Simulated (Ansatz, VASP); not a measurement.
# Two plane-wave programs on MnS

File POSCAR:

```
MnS
1.0
    0.0000000000      2.6045000000      2.6045000000
    2.6045000000      0.0000000000      2.6045000000
    2.6045000000      2.6045000000      0.0000000000
Mn S
1 1
Direct
    0.0000000000      0.0000000000      0.0000000000
    0.5000000000      0.5000000000      0.5000000000
```

File INCAR.step1:

```
SYSTEM = MnS
ALGO     = Normal         ! electronic algorithm
EDIFF    = 1E-5           ! SCF threshold, eV
ENCUT    = 400            ! plane-wave cutoff, eV
GGA      = PE             ! functional
GGA_COMPAT= .False.      
ISIF     = 2              ! what is computed and relaxed
ISMEAR   = -1             ! smearing method
ISPIN    = 2              ! spin polarisation
LASPH    = .True.         ! aspherical terms in the spheres
LCHARG   = .False.        ! write CHGCAR
LMAXMIX  = 4              ! l up to which the mixer works
LORBIT   = 11             ! projections on sites
LREAL    = .False.        ! projectors in reciprocal space
LWAVE    = .True.         ! write WAVECAR
MAGMOM   = 4 0            ! initial moments
NBANDS   = 20             ! bands
NELM     = 200            ! most SCF steps
PREC     = Accurate       ! precision mode
SIGMA    = 0.05           ! smearing width, eV
```

INCAR.step2

```
SYSTEM = MnS
AEXX     = 0.1            ! exact-exchange fraction
ALGO     = Normal         ! electronic algorithm
EDIFF    = 1E-6           ! SCF threshold, eV
ENCUT    = 400            ! plane-wave cutoff, eV
GGA      = PE             ! functional
GGA_COMPAT= .False.      
HFSCREEN = 0.2078699      ! screening, 1/A
ISIF     = 2              ! what is computed and relaxed
ISMEAR   = -1             ! smearing method
ISPIN    = 2              ! spin polarisation
ISTART   = 1            
LASPH    = .True.         ! aspherical terms in the spheres
LCHARG   = .False.        ! write CHGCAR
LHFCALC  = .True.         ! exact exchange
LMAXMIX  = 4              ! l up to which the mixer works
LORBIT   = 11             ! projections on sites
LREAL    = .False.        ! projectors in reciprocal space
LWAVE    = .False.        ! write WAVECAR
MAGMOM   = 4 0            ! initial moments
NBANDS   = 20             ! bands
NELM     = 200            ! most SCF steps
PREC     = Accurate       ! precision mode
PRECFOCK = Normal       
SIGMA    = 0.05           ! smearing width, eV
```

Contents of KPOINTS:

```
k-points
0
Gamma
  5 5 5
  0 0 0
```

File input.yaml:

```yaml
crystal:
  lattice:
    - [0.0, 2.6045, 2.6045]
    - [2.6045, 0.0, 2.6045]
    - [2.6045, 2.6045, 0.0]
  atoms:
    - { symbol: Mn, position: [0.0, 0.0, 0.0], spin: 4.0 }
    - { symbol: S, position: [0.5, 0.5, 0.5] }
hamiltonian:
  xc:
    exchange: pbe
    correlation: pbe
    exx: { coeff: 0.1, omega: 0.2078699 }
  pseudopotentials: { kind: paw }
magnetization:
  spin_polarized: true
kpoints:
  mp_grid: { grid: [5, 5, 5] }
scf:
  occupations: { method: fermi_dirac, width: 0.05 }
output:
  forces: true
  stress: true
  eigenvalues: true
  write_density: true
  write_potential: true
  elf: true
  volumetric_format: npy
```

Alike in both runs: task single point; functional PBE-based screened hybrid; k mesh 5 × 5 × 5; occupations fermi-dirac, width 0.05 eV; collinear spin.

|  | VASP | Ansatz |
| --- | --- | --- |
| version | VASP 6.6.1 | Ansatz 0.2.0 |
| potentials or method | VASP PAW PBE potentials, release 64 (Mn_pv, S) | Ansatz PAW |
| plane-wave cutoff (eV) | 400 | 420 |
| valence electrons in the cell | 19 | 21 |

VASP gave:

- gap on the k mesh at the Fermi level (eV): none
- pressure (GPa): -0.5
- net moment per atom (μB): 2.45
- size of the moment on the site where the two differ most (μB): 4.44

Question: Which values does Ansatz return?

Answer: gap on the k mesh at the Fermi level (eV): none; pressure (GPa): 0.0; net moment per atom (μB): 2.46; size of the moment on the site where the two differ most (μB): 4.40.

VASP's potentials were made for PBE, not for PBE-based screened hybrid. Site moments also hang on the region over which each program counts them. A gap of «none» marks a metal or a gap that the smearing closes. VASP's potentials hold 19 valence electrons a cell and Ansatz's 21, so a difference there can come from the potentials and not from the codes.

The k mesh is coarse, so the values compare programs but aren't converged. Noted on Ansatz's run: the magnetic or orbital state may not be the lowest.
